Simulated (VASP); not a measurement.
# FeCuSO (P4/nmm) in VASP: single point with PBE+U

Aim: the single point of FeCuSO with PBE+U.

Program: VASP 6.6.1. These are calculated values, not measurements. Logs are shortened: lines on timing, memory, paths and dates and some standing lists are left out, and cuts for length are marked.

## (1) The cell of the first run

It takes space group P4/nmm (No. 129, tetragonal). Conventional cell: a = 3.804 Å, b = 3.804 Å, c = 8.605 Å, α = 90.00°, β = 90.00°, γ = 90.00°. Cu (site symmetry -4m2) has 4 S at 2.33 Å and 4 Cu at 2.69 Å within 3.1 Å. Within 3.1 Å of S (site symmetry 4mm) lie 4 Cu at 2.33 Å. Fe (site symmetry -4m2) has 4 O at 2.01 Å and 4 Fe at 2.69 Å within 2.7 Å. O (site symmetry 4mm) has 4 Fe at 2.01 Å within 2.7 Å.

## (2) Single point, PBE+U, collinear spin, antiferromagnetic start

Contents of INCAR:

```
ALGO = Normal
EDIFF = 1E-7
ENCUT = 520
GGA = PE
ISIF = 2
ISMEAR = -1
ISPIN = 2
LASPH = T
LCHARG = F
LDAU = T
LDAUJ = 0 0 0 0
LDAUL = 2 -1 2 -1
LDAUPRINT = 1
LDAUTYPE = 2
LDAUU = 3.95 0 6.2 0
LMAXMIX = 4
LORBIT = 11
LREAL = F
LWAVE = F
MAGMOM = 1 -1 0 0 4 -4 0 0
NBANDS = 45
NELM = 150
PREC = Accurate
SIGMA = 0.1
```

Contents of KPOINTS:

```
k-points
0
Gamma
  6 6 3
```

Contents of POSCAR:

```
FeCuSO
1.0
    3.8043362300      0.0000000000      0.0000000000
    0.0000000000      3.8043362300      0.0000000000
    0.0000000000      0.0000000000      8.6052713800
Cu S Fe O
2 2 2 2
Direct
    0.7500000000      0.2500000000      0.5000000000
    0.2500000000      0.7500000000      0.5000000000
    0.2500000000      0.2500000000      0.3442000000
    0.7500000000      0.7500000000      0.6558000000
    0.2500000000      0.7500000000      0.0000000000
    0.7500000000      0.2500000000      0.0000000000
    0.2500000000      0.2500000000      0.9256000000
    0.7500000000      0.7500000000      0.0744000000
```

Potentials or basis: VASP PAW PBE potentials, release 64 (Cu, S, Fe, O).

Command:

```console
$ cat potpaw_PBE.64/Cu/POTCAR potpaw_PBE.64/S/POTCAR potpaw_PBE.64/Fe/POTCAR potpaw_PBE.64/O/POTCAR > POTCAR
$ mpirun -np 1 vasp_std > vasp.out
```

OUTCAR:

```text
EDIFF = 1E-7
   ENCUT = 520
   GGA = PE
   ISIF = 2
   ISMEAR = -1
   ISPIN = 2
   LASPH = T
   LORBIT = 11
   LREAL = F
   NELM = 150
   PREC = Accurate

 ion  position               nearest neighbor table
   1  0.750  0.250  0.500-   3 2.33   4 2.33   4 2.33   3 2.33   2 2.69   2 2.69   2 2.69   2 2.69

   2  0.250  0.750  0.500-   3 2.33   4 2.33   3 2.33   4 2.33   1 2.69   1 2.69   1 2.69   1 2.69

   3  0.250  0.250  0.344-   1 2.33   2 2.33   2 2.33   1 2.33
   4  0.750  0.750  0.656-   1 2.33   2 2.33   1 2.33   2 2.33
   5  0.250  0.750  0.000-   7 2.01   8 2.01   7 2.01   8 2.01   6 2.69   6 2.69   6 2.69   6 2.69

   6  0.750  0.250  0.000-   7 2.01   8 2.01   8 2.01   7 2.01   5 2.69   5 2.69   5 2.69   5 2.69

   7  0.250  0.250  0.926-   5 2.01   6 2.01   5 2.01   6 2.01
   8  0.750  0.750  0.074-   5 2.01   6 2.01   6 2.01   5 2.01

  LATTYP: Found a simple tetragonal cell.
 ALAT       =     3.8043362300
 C/A-ratio  =     2.2619639432

  Lattice vectors:

 A1 = (   3.8043362300,   0.0000000000,   0.0000000000)
 A2 = (   0.0000000000,   3.8043362300,   0.0000000000)
 A3 = (   0.0000000000,   0.0000000000,   8.6052713800)

Analysis of symmetry for initial positions (statically):
=====================================================================
 Subroutine PRICEL returns:
 Original cell was already a primitive cell.

 Routine SETGRP: Setting up the symmetry group for a
 simple tetragonal supercell.

 Subroutine GETGRP returns: Found 16 space group operations
 (whereof  4 operations were pure point group operations)
 out of a pool of 16 trial point group operations.

The static configuration has the point symmetry C_2h.
 The point group associated with its full space group is D_4h.

Analysis of symmetry for dynamics (positions and initial velocities):
=====================================================================
 Subroutine PRICEL returns:
 Original cell was already a primitive cell.

 Routine SETGRP: Setting up the symmetry group for a
 simple tetragonal supercell.

 Subroutine GETGRP returns: Found 16 space group operations
 (whereof  4 operations were pure point group operations)
 out of a pool of 16 trial point group operations.

The dynamic configuration has the point symmetry C_2h.
 The point group associated with its full space group is D_4h.

Analysis of structural, dynamic, and magnetic symmetry:
=====================================================================
 Subroutine PRICEL returns:
 Original cell was already a primitive cell.

 Routine SETGRP: Setting up the symmetry group for a
 simple tetragonal supercell.

 Subroutine GETGRP returns: Found 16 space group operations
 (whereof  4 operations were pure point group operations)
 out of a pool of 16 trial point group operations.

The overall configuration has the point symmetry C_2h.
 The point group associated with its full space group is D_4h.

 Subroutine INISYM returns: Found 16 space group operations
 (whereof  4 operations are pure point group operations),
 and found     1 'primitive' translations

----------------------------------------------------------------------------------------

                                     Primitive cell

[... 107 lines left out ...]
   PSTRESS=    0.0 pullay stress
   NELECT =      62.0000    total number of electrons
   NUPDOWN=      -1.0000    fix difference up-down
   EMIN   =  10.00;   EMAX   =-10.00  energy-range for DOS
   EFERMI =   0.00;   METHOD = LEGACY
   ISMEAR =    -1;   SIGMA  =   0.10  broadening in eV -4-tet -1-fermi 0-gaus
   EFERMI_NEDOS =   21; number of points for ismear=-14 and -15
   IALGO  =     38    algorithm
   IMIX   =      4    mixing-type and parameters
     AMIX     =   0.40;   BMIX     =  1.00
     AMIX_MAG =   1.60;   BMIX_MAG =  1.00
  volume/ion in A,a.u.               =      15.57       105.06
  Fermi-wavevector in a.u.,A,eV,Ry     =   1.297472  2.451866 22.904499  1.683433
  Thomas-Fermi vector in A             =   2.428862
   LORBIT       =     11    0 simple, 1 ext, 2 COOP (PROOUT), +10 PAW based schemes
 LDA+U is selected, type is set to LDAUTYPE =  2
   angular momentum for each species LDAUL =     2   -1    2   -1
   U (eV)           for each species LDAUU =   4.0  0.0  6.2  0.0
   J (eV)           for each species LDAUJ =   0.0  0.0  0.0  0.0
   GGA     = PE    functional components
   LHFCALC =     F    Hartree Fock is set to
   AEXX    =    0.0000 exact exchange contribution
   IVDW    =     0    specifies the selected vdW correction
   LEPSILON=     F    determine dielectric tensor
   LRPA    =     F    only Hartree local field effects (RPA)
 spin polarized calculation
  energy-cutoff  :      520.00
  volume of cell :      124.54
 maximum number of plane-waves:      3367
   NGX = 15   NGY = 15   NGZ = 33

 number of electron      61.9999944 magnetization      -0.0000000

atom =   1  type =  1  l = 2

 onsite density matrix

spin component  1
[... 116 lines left out ...]
  o =  0.0408  v =  0.0000 -0.0000  1.0000  0.0000 -0.0000  0.0000  0.0000  0.0000  0.0000  0.0000      0.0000  0.0000  0.0000  0.0000  0.0000  0.0000  0.0000  0.0000  0.0000  0.0000
  o =  0.0527  v =  0.0000 -0.9999 -0.0000 -0.0171  0.0000  0.0000  0.0000  0.0000  0.0000  0.0000      0.0000  0.0000  0.0000  0.0000  0.0000  0.0000  0.0000  0.0000  0.0000  0.0000
  o =  0.0527  v =  0.0000  0.0171  0.0000 -0.9999 -0.0000  0.0000  0.0000  0.0000  0.0000  0.0000      0.0000  0.0000  0.0000  0.0000  0.0000  0.0000  0.0000  0.0000  0.0000  0.0000
  o =  0.1279  v =  0.0000 -0.0000 -0.0000 -0.0000 -1.0000  0.0000  0.0000  0.0000  0.0000  0.0000      0.0000  0.0000  0.0000  0.0000  0.0000  0.0000  0.0000  0.0000  0.0000  0.0000
  o =  0.9594  v =  1.0000  0.0000  0.0000  0.0000  0.0000  0.0000  0.0000  0.0000  0.0000  0.0000      0.0000  0.0000  0.0000  0.0000  0.0000  0.0000  0.0000  0.0000  0.0000  0.0000
  o =  0.9770  v =  0.0000  0.0000  0.0000  0.0000  0.0000  0.0000 -0.0000  1.0000  0.0000 -0.0000      0.0000  0.0000  0.0000  0.0000  0.0000  0.0000  0.0000  0.0000  0.0000  0.0000
  o =  0.9869  v =  0.0000  0.0000  0.0000  0.0000  0.0000  1.0000  0.0000  0.0000  0.0000  0.0000      0.0000  0.0000  0.0000  0.0000  0.0000  0.0000  0.0000  0.0000  0.0000  0.0000
  o =  0.9877  v =  0.0000  0.0000  0.0000  0.0000  0.0000  0.0000  0.1480  0.0000 -0.9890  0.0000      0.0000  0.0000  0.0000  0.0000  0.0000  0.0000  0.0000  0.0000  0.0000  0.0000
  o =  0.9877  v =  0.0000  0.0000  0.0000  0.0000  0.0000  0.0000 -0.9890 -0.0000 -0.1480 -0.0000      0.0000  0.0000  0.0000  0.0000  0.0000  0.0000  0.0000  0.0000  0.0000  0.0000
  o =  1.0210  v =  0.0000  0.0000  0.0000  0.0000  0.0000  0.0000 -0.0000  0.0000  0.0000  1.0000      0.0000  0.0000  0.0000  0.0000  0.0000  0.0000  0.0000  0.0000  0.0000  0.0000

 number of electron      61.9999944 magnetization       0.0000000

 Free energy of the ion-electron system (eV)
  ---------------------------------------------------
  ext. energy  EPLUGINS =         0.00000000
  ---------------------------------------------------
  free energy    TOTEN  =       -37.91011014 eV

  energy without entropy =      -37.69988118  energy(sigma->0) =      -37.80499566

 E-fermi :   3.1462     XC(G=0): -10.0878

 val. band max:        3.1361927969   @ k =   0.3333   0.1667   0.0000
 cond. band min:       3.1797445061   @ k =   0.1667   0.1667   0.0000
 fundamental gap:      0.0435517092
 Fermi energy:         3.1462390512

 spin component 1

 k-point     1 :       0.0000    0.0000    0.0000
  band No.  band energies     occupation
      1     -14.8355      1.00000
      2     -14.2090      1.00000
      3      -9.9552      1.00000
      4      -9.0979      1.00000
      5      -3.2798      1.00000
      6      -3.2798      1.00000
[... 909 lines left out ...]
     42      11.1973      0.00000
     43      11.1977      0.00000
 Fermi energy:         3.1462390512

 spin component 2

 k-point     1 :       0.0000    0.0000    0.0000
  band No.  band energies     occupation
      1     -14.8355      1.00000
      2     -14.2090      1.00000
      3      -9.9552      1.00000
      4      -9.0979      1.00000
      5      -3.2798      1.00000
      6      -3.2798      1.00000
[... 909 lines left out ...]
     42      11.1973      0.00000
     43      11.1977      0.00000
 [bands above 43 left out]

------------------------ aborting loop because EDIFF is reached ----------------------------------------

  FORCE on cell =-STRESS in cart. coord.  units (eV):
  Direction    XX          YY          ZZ          XY          YZ          ZX
  --------------------------------------------------------------------------------------
  -------------------------------------------------------------------------------------
  Total        3.6659750      3.6659750     -0.2997662     -0.0000000      0.0000000      0.0000000
  in kB       47.1604270     47.1604270     -3.8563010     -0.0000000      0.0000000      0.0000000
  external PRESSURE =      30.1548510 kB  Pullay stress =       0.0000000 kB

 VOLUME and BASIS-vectors are now :
 -----------------------------------------------------------------------------
  energy-cutoff  :      520.00
  volume of cell :      124.54
      direct lattice vectors                 reciprocal lattice vectors
     3.804336230  0.000000000  0.000000000     0.262857944  0.000000000  0.000000000
     0.000000000  3.804336230  0.000000000     0.000000000  0.262857944  0.000000000
     0.000000000  0.000000000  8.605271380     0.000000000  0.000000000  0.116207840

 POSITION                                       TOTAL-FORCE (eV/Angst)
 -----------------------------------------------------------------------------------
      2.85325      0.95108      4.30264         0.000000     -0.000000     -0.000000
      0.95108      2.85325      4.30264        -0.000000     -0.000000     -0.000000
      0.95108      0.95108      2.96193        -0.000000      0.000000      0.235113
      2.85325      2.85325      5.64334        -0.000000      0.000000     -0.235113
      0.95108      2.85325      0.00000        -0.000000     -0.000000     -0.000000
      2.85325      0.95108      0.00000         0.000000      0.000000     -0.000000
      0.95108      0.95108      7.96504        -0.000000      0.000000     -0.306802
      2.85325      2.85325      0.64023         0.000000      0.000000      0.306802
 -----------------------------------------------------------------------------------
    total drift:                                0.000000      0.000000     -0.000000

  FREE ENERGIE OF THE ION-ELECTRON SYSTEM (eV)
  ---------------------------------------------------
  free  energy   TOTEN  =       -37.9101101383 eV

  energy  without entropy=      -37.6998811795  energy(sigma->0) =      -37.80499566

 total charge

# of ion       s       p       d       tot
------------------------------------------
    1        0.376   0.386   9.295  10.056
    2        0.376   0.386   9.295  10.056
    3        1.346   2.304   0.000   3.649
    4        1.346   2.304   0.000   3.649
    5        0.343   0.428   6.166   6.937
    6        0.343   0.428   6.166   6.937
    7        1.556   3.463   0.000   5.019
    8        1.556   3.463   0.000   5.019
--------------------------------------------------
tot          7.240  13.162  30.921  51.324

 magnetization (x)

# of ion       s       p       d       tot
------------------------------------------
    1       -0.000  -0.001  -0.000  -0.002
    2        0.000   0.001   0.000   0.002
    3        0.000   0.000   0.000   0.000
    4        0.000   0.000   0.000   0.000
    5        0.040   0.039   3.719   3.797
    6       -0.040  -0.039  -3.719  -3.797
    7        0.000   0.000   0.000   0.000
    8        0.000   0.000   0.000   0.000
--------------------------------------------------
tot          0.000   0.000   0.000   0.000
```

It took 20 min on 1 thread of AMD EPYC 7R43 (Zen 3), shared host; peak memory 0.31 GiB.

What came out:

```
Free energy                                           : -37.9101 eV
Pressure                                              : 3.0 GPa
Largest force                                         : 0.307 eV/Å
Band gap on the k mesh                                : zero (filled and empty bands overlap)
Net moment                                            : 0.00 μB per cell
Site moments                                          : Cu -0.00, +0.00; S +0.00; Fe +3.80, -3.80; O +0.00 μB
Valence electrons inside the program's atomic spheres : Cu 10.06; S 3.65; Fe 6.94; O 5.02
```

Forces in eV/Å, atoms in the order of the input:
```
Cu   0.000  0.000  0.000
Cu   0.000  0.000  0.000
S    0.000  0.000  0.235
S    0.000  0.000 -0.235
Fe   0.000  0.000  0.000
Fe   0.000  0.000  0.000
O    0.000  0.000 -0.307
O    0.000  0.000  0.307
```

Stress tensor (GPa, compression positive):
```
 4.72  0.00  0.00
 0.00  4.72  0.00
 0.00  0.00 -0.39
```

Eigenvalues of the final occupation matrices:
```csv
site,spin,trace,eigenvalues
site 1 d,1,4.66,0.91 0.91 0.94 0.95 0.95
site 1 d,2,4.66,0.91 0.91 0.94 0.95 0.95
site 2 d,1,4.66,0.91 0.91 0.94 0.95 0.95
site 2 d,2,4.66,0.91 0.91 0.94 0.95 0.95
site 5 d,1,4.96,0.98 0.99 0.99 0.99 1.02
site 5 d,2,1.23,0.04 0.05 0.05 0.13 0.96
site 6 d,1,1.23,0.04 0.05 0.05 0.13 0.96
site 6 d,2,4.96,0.98 0.99 0.99 0.99 1.02
```

Caveat: the stress differs along the axes, from -0 to 5 GPa.

The gap in the log of VASP goes by the Fermi energy; the results here count the filled bands.